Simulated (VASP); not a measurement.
# SnS2 (P-3m1) in VASP: further runs, part 2 of 2

VASP 6.6.1. The steps go on from the part before.

### Step 4. Single point, HSE06

Contents of POSCAR:

```
SnS2
1.0
    3.6390000000      0.0000000000      0.0000000000
   -1.8195000000      3.1514660000      0.0000000000
    0.0000000000      0.0000000000      5.8680000000
Sn S
1 2
Direct
    0.0000000000      0.0000000000      0.0000000000
    0.3333333333      0.6666666667      0.2500000000
    0.6666666667      0.3333333333      0.7500000000
```

Contents of INCAR.step1:

```
ALGO = Normal
EDIFF = 1E-5
ENCUT = 400
GGA = PE
GGA_COMPAT = F
ISIF = 2
ISMEAR = 0
LASPH = T
LCHARG = F
LREAL = F
LWAVE = T
NBANDS = 20
NELM = 120
PREC = Accurate
SIGMA = 0.01
```

Contents of INCAR.step2:

```
ALGO = Normal
EDIFF = 1E-6
ENCUT = 400
GGA = PE
GGA_COMPAT = F
HFSCREEN = 0.2079
ISIF = 2
ISMEAR = 0
ISTART = 1
LASPH = T
LCHARG = F
LHFCALC = T
LREAL = F
LWAVE = F
NBANDS = 20
NELM = 120
PREC = Accurate
PRECFOCK = Normal
SIGMA = 0.01
```

Contents of KPOINTS:

```
k-points
0
Gamma
  2 2 1
```

Potentials or basis: VASP PAW PBE potentials, release 64 (Sn_d, S).

On the command line:

```
cat potpaw_PBE.64/Sn_d/POTCAR potpaw_PBE.64/S/POTCAR > POTCAR
cp INCAR.step1 INCAR
mpirun -np 1 vasp_std > vasp.out
cp INCAR.step2 INCAR
mpirun -np 1 vasp_std > vasp.out
```

OUTCAR:

```text
EDIFF = 1E-6
   ENCUT = 400
   GGA = PE
   HFSCREEN = 0.2079
   ISIF = 2
   ISMEAR = 0
   ISTART = 1
   LASPH = T
   LHFCALC = T
   LREAL = F
   NELM = 120
   PREC = Accurate
   PRECFOCK = Normal

 ion  position               nearest neighbor table
   1  0.000  0.000  0.000-   2 2.56   3 2.56   3 2.56   2 2.56   3 2.56   2 2.56
   2  0.333  0.667  0.250-   1 2.56   1 2.56   1 2.56
   3  0.667  0.333  0.750-   1 2.56   1 2.56   1 2.56

  LATTYP: Found a hexagonal cell.
 ALAT       =     3.6390000000
 C/A-ratio  =     1.6125309151

  Lattice vectors:

 A1 = (   3.6390000000,   0.0000000000,   0.0000000000)
 A2 = (  -1.8195000000,   3.1514660000,   0.0000000000)
 A3 = (   0.0000000000,   0.0000000000,   5.8680000000)

Analysis of symmetry for initial positions (statically):
=====================================================================
 Subroutine PRICEL returns:
 Original cell was already a primitive cell.

 Routine SETGRP: Setting up the symmetry group for a
 hexagonal supercell.

 Subroutine GETGRP returns: Found 12 space group operations
 (whereof 12 operations were pure point group operations)
 out of a pool of 24 trial point group operations.

The static configuration has the point symmetry D_3d.

Analysis of symmetry for dynamics (positions and initial velocities):
=====================================================================
 Subroutine PRICEL returns:
 Original cell was already a primitive cell.

 Routine SETGRP: Setting up the symmetry group for a
 hexagonal supercell.

 Subroutine GETGRP returns: Found 12 space group operations
 (whereof 12 operations were pure point group operations)
 out of a pool of 24 trial point group operations.

The dynamic configuration has the point symmetry D_3d.

 Subroutine INISYM returns: Found 12 space group operations
 (whereof 12 operations are pure point group operations),
[... 104 lines left out ...]
   NKREDX  =     1    reduce k-point grid by
   NKREDY  =     1    reduce k-point grid by
   NKREDZ  =     1    reduce k-point grid by
   AEXX    =    0.2500 exact exchange contribution
   HFSCREEN=    0.2079 screening length (either q_TF or 0.3 A-1)
   HFSCREENC=   0.2079 screening length for correlation (either q_TF or 0.3 A-1)
   ENCUTFOCK=  -1.0 apply spherical cutoff to Coloumb kernel
   IVDW    =     0    specifies the selected vdW correction
   LEPSILON=     F    determine dielectric tensor
   LRPA    =     F    only Hartree local field effects (RPA)
 non-spin polarized calculation
 Gauss-broadening in eV      SIGMA  =   0.01
  energy-cutoff  :      400.00
  volume of cell :       67.30
 maximum number of plane-waves:      1237
 NGX is ok and might be reduce to    24
  NGX = 18; NGY = 18; NGZ = 30

 number of electron      25.9999998 magnetization

 Free energy of the ion-electron system (eV)
  ---------------------------------------------------
  ext. energy  EPLUGINS =         0.00000000
  ---------------------------------------------------
  free energy    TOTEN  =       -15.12887093 eV

  energy without entropy =      -15.12887093  energy(sigma->0) =      -15.12887093

 E-fermi :   4.3386     XC(G=0):  -7.9736

 val. band max:        4.2585318888   @ k =   0.0000   0.0000   0.0000
 cond. band min:       6.9247099276   @ k =   0.5000   0.0000   0.0000
 fundamental gap:      2.6661780388
 Fermi energy:         4.3386298637

 k-point     1 :       0.0000    0.0000    0.0000
  band No.  band energies     occupation
      1     -18.8627      2.00000
      2     -18.8627      2.00000
      3     -18.8461      2.00000
      4     -18.7831      2.00000
      5     -18.7831      2.00000
      6     -10.9825      2.00000
[... 12 lines left out ...]
     19      14.9773      0.00000
     20      14.9773      0.00000

 k-point     2 :       0.5000    0.0000    0.0000
  band No.  band energies     occupation
      1     -18.9618      2.00000
      2     -18.8534      2.00000
      3     -18.8252      2.00000
      4     -18.7709      2.00000
      5     -18.7215      2.00000
      6      -8.8518      2.00000
[... 12 lines left out ...]
     19      16.0123      0.00000
     20      16.6159      0.00000

------------------------ aborting loop because EDIFF is reached ----------------------------------------

  FORCE on cell =-STRESS in cart. coord.  units (eV):
  Direction    XX          YY          ZZ          XY          YZ          ZX
  --------------------------------------------------------------------------------------
  -------------------------------------------------------------------------------------
  Total        2.7808077      2.7808069     -1.4588702      0.0000000     -0.0000000     -0.0000000
  in kB       66.2059085     66.2058898    -34.7330121      0.0000000     -0.0000000     -0.0000000
  external PRESSURE =      32.5595954 kB  Pullay stress =       0.0000000 kB

 VOLUME and BASIS-vectors are now :
 -----------------------------------------------------------------------------
  energy-cutoff  :      400.00
  volume of cell :       67.30
      direct lattice vectors                 reciprocal lattice vectors
     3.639000000  0.000000000  0.000000000     0.274800769  0.158656321  0.000000000
    -1.819500000  3.151466000  0.000000000     0.000000000  0.317312641  0.000000000
     0.000000000  0.000000000  5.868000000     0.000000000  0.000000000  0.170415815

 POSITION                                       TOTAL-FORCE (eV/Angst)
 -----------------------------------------------------------------------------------
      0.00000      0.00000      0.00000         0.000000     -0.000000      0.000000
     -0.00000      2.10098      1.46700        -0.000000      0.000000      0.437071
      1.81950      1.05049      4.40100         0.000000     -0.000000     -0.437071
 -----------------------------------------------------------------------------------
    total drift:                                0.000002      0.000005     -0.000005

  FREE ENERGIE OF THE ION-ELECTRON SYSTEM (eV)
  ---------------------------------------------------
  free  energy   TOTEN  =       -15.1288709300 eV

  energy  without entropy=      -15.1288709300  energy(sigma->0) =      -15.12887093
```

OUTCAR.step1:

```text
EDIFF = 1E-5
   ENCUT = 400
   GGA = PE
   ISIF = 2
[... 249 lines left out ...]
      0.00000      0.00000      0.00000        -0.000000     -0.000000      0.000000
     -0.00000      2.10098      1.46700        -0.000000      0.000000      0.817451
      1.81950      1.05049      4.40100         0.000000     -0.000000     -0.817451
 -----------------------------------------------------------------------------------
    total drift:                               -0.000000      0.000000      0.000000

  FREE ENERGIE OF THE ION-ELECTRON SYSTEM (eV)
  ---------------------------------------------------
  free  energy   TOTEN  =       -11.6840332079 eV

  energy  without entropy=      -11.6840332079  energy(sigma->0) =      -11.68403321
```

Wall time 13 s (1 thread of Intel Xeon 6975P-C (Granite Rapids), shared host); peak memory 0.25 GiB.

What came out:

* Free energy: -15.1289 eV
* Pressure: 3.3 GPa
* Largest force: 0.437 eV/Å
* Band gap on the k mesh: 2.67 eV (least direct gap 3.06 eV)

Forces on the atoms (eV/Å):
```
Sn   0.000  0.000  0.000
S    0.000  0.000  0.437
S    0.000  0.000 -0.437
```

Stress tensor (GPa, compression positive):
```
 6.62  0.00  0.00
 0.00  6.62  0.00
 0.00  0.00 -3.47
```

Levels at points of the mesh, in eV from the valence-band top:
```
           k point  band 11  band 12  band 13  band 14  band 15  band 16
(0.00, 0.00, 0.00)    -0.51    -0.51     0.00     3.10     4.72     6.53
(0.50, 0.00, 0.00)    -2.93    -1.14    -0.40     2.67     5.59     6.97
```

Caveat: the k points lie up to 1.07 Å⁻¹ apart; the PAW data sets were made with another functional, which shifts forces and pressure a little; spin-orbit coupling is left out, which moves the levels of the heavy elements; an odd mesh through Γ misses points on the zone boundary, where band edges can lie; this functional lacks dispersion, which binds the layers, so the pressure and a relaxed spacing across them are unreliable.

### Step 5. Summary

| level | cutoff (eV) | grid for exact exchange (PRECFOCK) | share of exact exchange | screening parameter | gap on the mesh (eV) | pressure (GPa) | largest force (eV/Å) |
| --- | --- | --- | --- | --- | --- | --- | --- |
| PBE | 500 | - | - | - | 1.69 | 7.5 | 0.82 |
| PBE0 | 400 | Normal | 0.25 | - | 3.50 | 3.1 | 0.46 |
| HSE06 | 400 | Normal | 0.25 | 0.2079 1/Å | 2.67 | 3.3 | 0.44 |

Alike in all rows: task single point; potentials or basis VASP PAW PBE potentials, release 64 (Sn_d, S); no spin polarisation; cell as given; k mesh 2 × 2 × 1; smearing gaussian 0.01 eV.

Caveats: all runs use coarse meshes; spin-orbit coupling is left out, which moves the levels of the heavy elements; an odd mesh through Γ misses points on the zone boundary, where band edges can lie; this functional lacks dispersion, which binds the layers, so the pressure and a relaxed spacing across them are unreliable; the PAW data sets were made with another functional, which shifts forces and pressure a little (at least some runs).

Total energies depend on the potentials used, so only differences within one code and one set of settings carry meaning.
